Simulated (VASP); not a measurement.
A run of VASP 6.6.1 is set up as follows.

INCAR

```
SYSTEM = GaSb
  ALGO = Normal
  EDIFF = 1E-6
  ENCUT = 500
  GGA = PE
  GGA_COMPAT = .False.
  ISIF = 2
  ISMEAR = -1
  LASPH = .True.
  LCHARG = .False.
  LREAL = .False.
  LWAVE = .False.
  NBANDS = 21
  NELM = 120
  PREC = Accurate
  SIGMA = 0.02
```

File KPOINTS:

```
k-points
0
Gamma
  6 6 6
  0 0 0
```

The input POSCAR:

```
GaSb
1.0
    0.0000000000      3.0464208946      3.0464208946
    3.0464208946      0.0000000000      3.0464208946
    3.0464208946      3.0464208946      0.0000000000
Ga Sb
1 1
Direct
    0.0000000000      0.0000000000      0.0000000000
    0.2500000000      0.2500000000      0.2500000000
```

Potentials or basis: VASP PAW PBE potentials, release 64 (Ga_d, Sb_d_GW).

The run is started by

```console
$ cat potpaw_PBE.64/Ga_d/POTCAR potpaw_PBE.64/Sb_d_GW/POTCAR > POTCAR
$ mpirun -np 1 vasp_std > vasp.out
```

**Question.** Predict the pressure.

**Answer.** 3.0 GPa.

**Question.** What does it give for the band gap on the k mesh?

**Answer.** 0.12 eV.

Caveat: semilocal functionals underestimate gaps, and a narrow one can read as zero; spin-orbit coupling is left out, which moves the levels of the heavy elements. A k mesh can miss the band edges.
